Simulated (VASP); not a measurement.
Here is a VASP 6.6.1 calculation.

INCAR

```
SYSTEM = Sc
ALGO = Normal ; EDIFF = 1E-7
ENCUT = 520 ; GGA = PS
ISIF = 2 ; ISMEAR = 0
LASPH = .True. ; LCHARG = .False.
LREAL = .False. ; LWAVE = .False.
NBANDS = 24 ; NELM = 100
PREC = Accurate ; SIGMA = 0.1
```

The input KPOINTS:

```
k-points
0
Gamma
  6 6 6
  0 0 0
```

File POSCAR:

```
Sc
1.0
    5.0538565871      0.0000000000      0.0000000000
   -2.5269282936      4.3767681915      0.0000000000
    0.0000000000      0.0000000000      3.1914976069
Sc
3
Direct
    0.0000000000      0.0000000000      0.0000000000
    0.3333333333      0.6666666667      0.5000000000
    0.6666666667      0.3333333333      0.5000000000
```

Potentials or basis: VASP PAW PBE potentials, release 64 (Sc_sv).

The run is started by

```console
$ cat potpaw_PBE.64/Sc_sv/POTCAR > POTCAR
$ mpirun -np 1 vasp_std > vasp.out
```

Question: What does it give for the pressure?

Answer: -0.1 GPa.

Caveat: the PAW data sets were made with another functional, which shifts forces and pressure a little.
